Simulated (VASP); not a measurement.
Set up this calculation in VASP 6.6.1, as the native input.

```yaml
Task: single point
Functional: PBEsol
Potentials_or_basis: VASP PAW PBE potentials, release 64 (Ru_pv)
Cutoff: 520 eV
k_mesh: 12 × 12 × 6
Occupations: gaussian, width 0.1 eV
Spin: no spin polarisation
Dipole_correction: no
Further_INCAR_settings: ALGO = Fast; EDIFF = 1e-07; NBANDS = 51
```

The structure of Ru lies in POSCAR:

```
Ru
1.0
    4.2227580793      0.0000000000      0.0000000000
   -2.1113790396     -3.6570157707      0.0000000000
    0.0000000000      0.0000000000     -5.2994656116
Ru
6
Direct
    0.3333333333      0.6666666667      0.2500000000
    0.3333333333      0.6666666667      0.7500000000
    0.6666666667      0.3333333333      0.2500000000
    0.6666666667      0.3333333333      0.7500000000
    0.0000000000      0.0000000000      0.5000000000
    0.0000000000      0.0000000000      0.0000000000
```

This isn't the form of Ru at room conditions, which is hcp.

One way to write it, as run:

INCAR

```
  PREC = Accurate
  ENCUT = 520
  EDIFF = 1E-7
  ISMEAR = 0
  SIGMA = 0.1
  LREAL = False
  LASPH = True
  NELM = 100
  ALGO = Fast
  ISIF = 2
  LWAVE = False
  LCHARG = False
  GGA = PS
  NBANDS = 51
```

KPOINTS

```
regular mesh
0
Gamma
  12 12 6
```

Potentials or basis: VASP PAW PBE potentials, release 64 (Ru_pv).

Launch:

```bash
$ cat potpaw_PBE.64/Ru_pv/POTCAR > POTCAR
$ mpirun -np 1 vasp_std > vasp.out
```

It gave:

```json
{
  "Pressure": "0.0 GPa",
  "Band gap on the k mesh": "zero (bands 42 and 43 overlap by 0.84 eV)"
}
```

Caveat: the PAW data sets were made with another functional, which shifts forces and pressure a little.

Wall time 3.7 min on 1 thread of Intel(R) Xeon(R) Platinum 8375C CPU @ 2.90GHz (Ice Lake), with other jobs on the host, peak memory 0.34 GiB.
